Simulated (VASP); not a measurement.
# AgCl (Fm-3m) in VASP: single point with PBE

Aim: the single point of AgCl with PBE.

Program: VASP 6.6.1. These are calculated values, not measurements. Logs are shortened: lines on timing, memory, paths and dates and some standing lists are left out, and cuts for length are marked.

## Step 1: The cell of the first run

It takes space group Fm-3m (No. 225, cubic). The conventional cell has a = 5.546 Å, b = 5.546 Å, c = 5.546 Å, α = 90.00°, β = 90.00°, γ = 90.00°. Ag (site symmetry m-3m) has 6 Cl at 2.77 Å within 3.7 Å. Within 3.7 Å of Cl (site symmetry m-3m) lie 6 Ag at 2.77 Å.

## Step 2: Single point, PBE

The input, INCAR:

```
SYSTEM = AgCl
  PREC = Accurate
  ENCUT = 500
  EDIFF = 1E-6
  ISMEAR = 0
  SIGMA = 0.01
  LREAL = .FALSE.
  LASPH = .TRUE.
  NELM = 120
  ALGO = Normal
  ISIF = 2
  LWAVE = .FALSE.
  LCHARG = .FALSE.
  GGA = PE
  NBANDS = 16
  GGA_COMPAT = .FALSE.
```

The input, KPOINTS:

```
Automatic mesh
0
G
  6 6 6
  0 0 0
```

The input, POSCAR:

```
AgCl
1.0
    0.0000000000      2.7731838126      2.7731838126
    2.7731838126      0.0000000000      2.7731838126
    2.7731838126      2.7731838126      0.0000000000
Ag Cl
1 1
Direct
    0.0000000000      0.0000000000      0.0000000000
    0.5000000000      0.5000000000      0.5000000000
```

Potentials or basis: VASP PAW PBE potentials, release 64 (Ag, Cl).

Started as:

```bash
> cat potpaw_PBE.64/Ag/POTCAR potpaw_PBE.64/Cl/POTCAR > POTCAR
> mpirun -np 1 vasp_std > vasp.out
```

OUTCAR:

```text
SYSTEM = AgCl
   PREC = Accurate
   ENCUT = 500
   EDIFF = 1E-6
   ISMEAR = 0
   LREAL = .FALSE.
   LASPH = .TRUE.
   NELM = 120
   ISIF = 2
   GGA = PE

 ion  position               nearest neighbor table
   1  0.000  0.000  0.000-   2 2.77   2 2.77   2 2.77   2 2.77   2 2.77   2 2.77
   2  0.500  0.500  0.500-   1 2.77   1 2.77   1 2.77   1 2.77   1 2.77   1 2.77

  LATTYP: Found a face centered cubic cell.
 ALAT       =     5.5463676252

  Lattice vectors:

 A1 = (   0.0000000000,   2.7731838126,   2.7731838126)
 A2 = (   2.7731838126,   0.0000000000,   2.7731838126)
 A3 = (   2.7731838126,   2.7731838126,   0.0000000000)

Analysis of symmetry for initial positions (statically):
=====================================================================
 Subroutine PRICEL returns:
 Original cell was already a primitive cell.

 Routine SETGRP: Setting up the symmetry group for a
 face centered cubic supercell.

 Subroutine GETGRP returns: Found 48 space group operations
 (whereof 48 operations were pure point group operations)
 out of a pool of 48 trial point group operations.

The static configuration has the point symmetry O_h .

Analysis of symmetry for dynamics (positions and initial velocities):
=====================================================================
 Subroutine PRICEL returns:
 Original cell was already a primitive cell.

 Routine SETGRP: Setting up the symmetry group for a
 face centered cubic supercell.

 Subroutine GETGRP returns: Found 48 space group operations
 (whereof 48 operations were pure point group operations)
 out of a pool of 48 trial point group operations.

The dynamic configuration has the point symmetry O_h .

 Subroutine INISYM returns: Found 48 space group operations
 (whereof 48 operations are pure point group operations),
 and found     1 'primitive' translations

----------------------------------------------------------------------------------------

                                     Primitive cell

  volume of cell :      42.6546

  direct lattice vectors                    reciprocal lattice vectors
     0.000000000  2.773183813  2.773183813    -0.180298182  0.180298182  0.180298182
     2.773183813  0.000000000  2.773183813     0.180298182 -0.180298182  0.180298182
     2.773183813  2.773183813  0.000000000     0.180298182  0.180298182 -0.180298182

  length of vectors
     3.921874159  3.921874159  3.921874159     0.312285612  0.312285612  0.312285612

  position of ions in fractional coordinates (direct lattice)
     0.000000000  0.000000000  0.000000000
     0.500000000  0.500000000  0.500000000

[... 69 lines left out ...]
   EDIFFG = 0.1E-04   stopping-criterion for IOM
   NSW    =      0    number of steps for IOM
   IBRION =     -1    ionic relax: 0-MD 1-quasi-New 2-CG
   NFREE  =      0    steps in history (QN), initial steepest desc. (CG)
   ISIF   =      2    stress and relaxation
   ISYM   =      2    0-nonsym 1-usesym 2-fastsym
   POTIM  = 0.5000    time-step for ionic-motion
   TEBEG  =    0.0;   TEEND  =   0.0 temperature during run
   PSTRESS=    0.0 pullay stress
   NELECT =      18.0000    total number of electrons
   NUPDOWN=      -1.0000    fix difference up-down
   EMIN   =  10.00;   EMAX   =-10.00  energy-range for DOS
   EFERMI =   0.00;   METHOD = LEGACY
   ISMEAR =     0;   SIGMA  =   0.01  broadening in eV -4-tet -1-fermi 0-gaus
   EFERMI_NEDOS =   21; number of points for ismear=-14 and -15
   IALGO  =     38    algorithm
   IMIX   =      4    mixing-type and parameters
     AMIX     =   0.40;   BMIX     =  1.00
     AMIX_MAG =   1.60;   BMIX_MAG =  1.00
  volume/ion in A,a.u.               =      21.33       143.92
  Fermi-wavevector in a.u.,A,eV,Ry     =   1.227940  2.320469 20.515350  1.507836
  Thomas-Fermi vector in A             =   2.362884
   LORBIT       =      0    0 simple, 1 ext, 2 COOP (PROOUT), +10 PAW based schemes
   GGA     = PE    functional components
   LHFCALC =     F    Hartree Fock is set to
   AEXX    =    0.0000 exact exchange contribution
   IVDW    =     0    specifies the selected vdW correction
   LEPSILON=     F    determine dielectric tensor
   LRPA    =     F    only Hartree local field effects (RPA)
 non-spin polarized calculation
 Gauss-broadening in eV      SIGMA  =   0.01
  energy-cutoff  :      500.00
  volume of cell :       42.65
 maximum number of plane-waves:      1106
 NGX is ok and might be reduce to    30
   NGX = 15   NGY = 15   NGZ = 15

 number of electron      18.0000005 magnetization

 Free energy of the ion-electron system (eV)
  ---------------------------------------------------
  ext. energy  EPLUGINS =         0.00000000
  ---------------------------------------------------
  free energy    TOTEN  =        -5.39391296 eV

  energy without entropy =       -5.39391296  energy(sigma->0) =       -5.39391296

 E-fermi :   3.8696     XC(G=0):  -9.9649

 val. band max:        3.8175463399   @ k =   0.5000   0.0000   0.0000
 cond. band min:       4.7259636808   @ k =   0.0000   0.0000   0.0000
 fundamental gap:      0.9084173409
 Fermi energy:         3.8695577445

 k-point     1 :       0.0000    0.0000    0.0000
  band No.  band energies     occupation
      1     -11.3305      2.00000
      2       1.3781      2.00000
      3       1.3781      2.00000
      4       1.3781      2.00000
      5       1.4192      2.00000
      6       1.4192      2.00000
[... 281 lines left out ...]
      3      -0.1883      2.00000
      4       0.1117      2.00000
      5       1.6457      2.00000
      6       1.8566      2.00000
[... 8 lines left out ...]
     15      18.1277      0.00000
     16      18.9593      0.00000

------------------------ aborting loop because EDIFF is reached ----------------------------------------

  FORCE on cell =-STRESS in cart. coord.  units (eV):
  Direction    XX          YY          ZZ          XY          YZ          ZX
  --------------------------------------------------------------------------------------
  -------------------------------------------------------------------------------------
  Total        0.3934660      0.3934660      0.3934660     -0.0000000      0.0000000     -0.0000000
  in kB       14.7792325     14.7792325     14.7792325     -0.0000000      0.0000000     -0.0000000
  external PRESSURE =      14.7792325 kB  Pullay stress =       0.0000000 kB

 VOLUME and BASIS-vectors are now :
 -----------------------------------------------------------------------------
  energy-cutoff  :      500.00
  volume of cell :       42.65
      direct lattice vectors                 reciprocal lattice vectors
     0.000000000  2.773183813  2.773183813    -0.180298182  0.180298182  0.180298182
     2.773183813  0.000000000  2.773183813     0.180298182 -0.180298182  0.180298182
     2.773183813  2.773183813  0.000000000     0.180298182  0.180298182 -0.180298182

 POSITION                                       TOTAL-FORCE (eV/Angst)
 -----------------------------------------------------------------------------------
      0.00000      0.00000      0.00000         0.000000      0.000000      0.000000
      2.77318      2.77318      2.77318        -0.000000     -0.000000     -0.000000
 -----------------------------------------------------------------------------------
    total drift:                               -0.000000      0.000000      0.000000

  FREE ENERGIE OF THE ION-ELECTRON SYSTEM (eV)
  ---------------------------------------------------
  free  energy   TOTEN  =        -5.3939129584 eV

  energy  without entropy=       -5.3939129584  energy(sigma->0) =       -5.39391296
```

OSZICAR:

```text
N       E                     dE             d eps       ncg     rms          rms(c)
DAV:   1     0.100265103367E+03    0.10027E+03   -0.84231E+03   512   0.984E+02
DAV:   2    -0.180133941540E+01   -0.10207E+03   -0.94608E+02   632   0.220E+02
DAV:   3    -0.555041424663E+01   -0.37491E+01   -0.37392E+01   648   0.439E+01
DAV:   4    -0.557697161486E+01   -0.26557E-01   -0.26555E-01   640   0.394E+00
DAV:   5    -0.557731760240E+01   -0.34599E-03   -0.34599E-03   640   0.444E-01    0.615E+00
DAV:   6    -0.539848199842E+01    0.17884E+00   -0.24611E-01   632   0.640E+00    0.400E+00
DAV:   7    -0.539442858444E+01    0.40534E-02   -0.94519E-02   600   0.204E+00    0.197E+00
DAV:   8    -0.539376442538E+01    0.66416E-03   -0.46057E-03   584   0.695E-01    0.302E-01
DAV:   9    -0.539384312717E+01   -0.78702E-04   -0.48871E-04   672   0.272E-01    0.380E-02
DAV:  10    -0.539390923326E+01   -0.66106E-04   -0.93300E-05   592   0.853E-02    0.315E-02
DAV:  11    -0.539391284902E+01   -0.36158E-05   -0.44639E-06   616   0.147E-02    0.372E-03
DAV:  12    -0.539391295844E+01   -0.10943E-06   -0.51065E-07   400   0.560E-03
   1 F= -.53939130E+01 E0= -.53939130E+01  d E =-.372864E-15
```

Wall time 21 s (1 thread of Intel Xeon 8259CL, shared host); peak memory 0.17 GiB.

What came out:

```yaml
Free_energy: -5.3939 eV
Pressure: 1.5 GPa
Band_gap_on_the_k_mesh: 0.91 eV, indirect (least direct gap 3.23 eV)
```
